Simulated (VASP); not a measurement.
Set up this calculation in VASP 6.6.1, as the native input.

```yaml
Task: single point
Functional: PBEsol-based screened hybrid with 25 % exact exchange
Potentials_or_basis: VASP PAW PBE potentials, release 64 (Rh_pv)
Cutoff: 520 eV
k_mesh: 6 × 6 × 6
Occupations: fermi-dirac, width 0.05 eV
Spin: no spin polarisation
Dipole_correction: no
Grid_for_exact_exchange_PRECFOCK: Normal
Share_of_exact_exchange: 0.25
Further_INCAR_settings: ALGO = Normal; EDIFF = 1e-06; NBANDS = 14
Screening_parameter: 0.207 1/Å
```

Rh:

```xyz
1
Lattice="0.0000 1.9228 1.9228 1.9228 0.0000 1.9228 1.9228 1.9228 0.0000" Properties=species:S:1:pos:R:3 pbc="T T T"
Rh    0.0000    0.0000    0.0000
```

The input as run:

POSCAR

```
Rh
1.0
    0.0000000000      1.9228245745      1.9228245745
    1.9228245745      0.0000000000      1.9228245745
    1.9228245745      1.9228245745      0.0000000000
Rh
1
Direct
    0.0000000000      0.0000000000      0.0000000000
```

INCAR.step1

```
SYSTEM = Rh
PREC = Accurate
ENCUT = 520
EDIFF = 1E-5
ISMEAR = -1
SIGMA = 0.05
LREAL = .FALSE.
LASPH = .TRUE.
NELM = 100
ALGO = Normal
ISIF = 2
LWAVE = .TRUE.
GGA = PE
NBANDS = 14
```

INCAR.step2

```
SYSTEM = Rh
PREC = Accurate
ENCUT = 520
EDIFF = 1E-6
ISMEAR = -1
SIGMA = 0.05
LREAL = .FALSE.
LASPH = .TRUE.
NELM = 100
ALGO = Normal
ISIF = 2
LWAVE = .FALSE.
LCHARG = .TRUE.
GGA = PS
LHFCALC = .TRUE.
AEXX = 0.25
HFSCREEN = 0.207
PRECFOCK = Normal
LELF = .TRUE.
LVHAR = .TRUE.
ISTART = 1
NBANDS = 14
```

KPOINTS

```
Automatic mesh
0
G
  6 6 6
  0 0 0
```

Potentials or basis: VASP PAW PBE potentials, release 64 (Rh_pv).

Run with:

```bash
$ cat potpaw_PBE.64/Rh_pv/POTCAR > POTCAR
$ cp INCAR.step1 INCAR
$ mpirun -np 1 vasp_std > vasp.out
$ cp INCAR.step2 INCAR
$ mpirun -np 1 vasp_std > vasp.out
```

It gave:

```yaml
Pressure: -18.3 GPa
Band_gap_on_the_k_mesh: zero (an odd number of electrons rules out a gap without spin polarisation)
```

Caveat: the k points lie up to 0.47 Å⁻¹ apart, too coarse for converged energies and pressures of a metal; the PAW data sets were made with another functional, which shifts forces and pressure a little.

Wall time 28 min on 1 thread of Intel Xeon 8259CL, with other jobs on the host, peak memory 0.23 GiB.
